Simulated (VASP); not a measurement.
PbSe: single point with RPBE+D4

The system is PbSe.

```
CELL_PARAMETERS angstrom
0.00000 2.97675 2.97675
2.97675 0.00000 2.97675
2.97675 2.97675 0.00000
ATOMIC_POSITIONS crystal
Pb 0.00000 0.00000 0.00000
Se 0.50000 0.50000 0.50000
```

* Program: VASP 6.6.1
* Task: single point
* Functional: RPBE
* Dispersion: D4
* Potentials or basis: VASP PAW PBE potentials, release 64 (Pb_d, Se)
* Cutoff: 500 eV
* k mesh: 8 × 8 × 8
* Occupations: fermi-dirac, width 0.01 eV
* Spin: non-collinear spin, zero start, spin-orbit coupling
* Starting moments: [[0.0, 0.0, 0.0], [0.0, 0.0, 0.0]] μB

```
Pressure                                              : 4.9 GPa
Net moment                                            : 0.00 μB per cell
Valence electrons inside the program's atomic spheres : Pb 11.93; Se 3.85
Dispersion energy per atom                            : -0.788 eV
```

Moments on the atoms (μB; x, y, z):
```
Pb  0.00 0.00 0.00
Se  0.00 0.00 0.00
```

Run time: 76 s on 1 thread of Intel(R) Xeon(R) Platinum 8259CL CPU @ 2.50GHz (Skylake/Cascade Lake), on a shared host, peak memory 0.33 GiB.

Caveat: the cell stands under pressure; the PAW data sets were made with another functional, which shifts forces and pressure a little.
